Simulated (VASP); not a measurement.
Write the native input for VASP 6.6.1 that does the following.

| Quantity | Value |
| --- | --- |
| Task | single point |
| Functional | PBE |
| Dispersion | D4 |
| Potentials or basis | VASP PAW PBE potentials, release 64 (Zr_sv, B) |
| Cutoff | 520 eV |
| k mesh | 12 × 12 × 9 |
| Occupations | methfessel-paxton, width 0.15 eV |
| Spin | no spin polarisation |
| Dipole correction | no |
| Further INCAR settings | ALGO = Normal; EDIFF = 1e-07; NBANDS = 16 |

The structure of ZrB2 lies in POSCAR:

```
ZrB2
1.0
    3.1524172087      0.0000000000      0.0000000000
   -1.5762086044      2.7300733861      0.0000000000
    0.0000000000      0.0000000000      3.4983265155
Zr B
1 2
Direct
    0.0000000000      0.0000000000      0.0000000000
    0.3333333333      0.6666666667      0.5000000000
    0.6666666667      0.3333333333      0.5000000000
```

The input as run:

INCAR

```
SYSTEM = ZrB2
PREC     = Accurate       ! precision mode
ENCUT    = 520            ! plane-wave cutoff, eV
EDIFF    = 1E-7           ! SCF threshold, eV
ISMEAR   = 1              ! smearing method
SIGMA    = 0.15           ! smearing width, eV
LREAL    = .FALSE.        ! projectors in reciprocal space
LASPH    = .TRUE.         ! aspherical terms in the spheres
NELM     = 60             ! most SCF steps
ALGO     = Normal         ! electronic algorithm
ISIF     = 2              ! what is computed and relaxed
LWAVE    = .FALSE.        ! write WAVECAR
LCHARG   = .FALSE.        ! write CHGCAR
GGA      = PE             ! functional
IVDW     = 13             ! dispersion correction
NBANDS   = 16             ! bands
```

KPOINTS

```
Automatic mesh
0
G
  12 12 9
  0 0 0
```

Potentials or basis: VASP PAW PBE potentials, release 64 (Zr_sv, B).

Run with:

```sh
$ cat potpaw_PBE.64/Zr_sv/POTCAR potpaw_PBE.64/B/POTCAR > POTCAR
$ mpirun -np 1 vasp_std > vasp.out
```

Results of the run:

The pressure is 0.1 GPa, the band gap on the k mesh is zero (band 9 reaches 11.51 eV, above the bottom of band 10 at 10.23 eV) and the dispersion energy per atom is -0.322 eV.

Caveat: pairwise dispersion overbinds metals, which lowers pressure and volume.

Run time: 22 s on 1 thread of Intel(R) Xeon(R) Platinum 8488C (Sapphire Rapids) (shared host), peak memory 0.17 GiB.
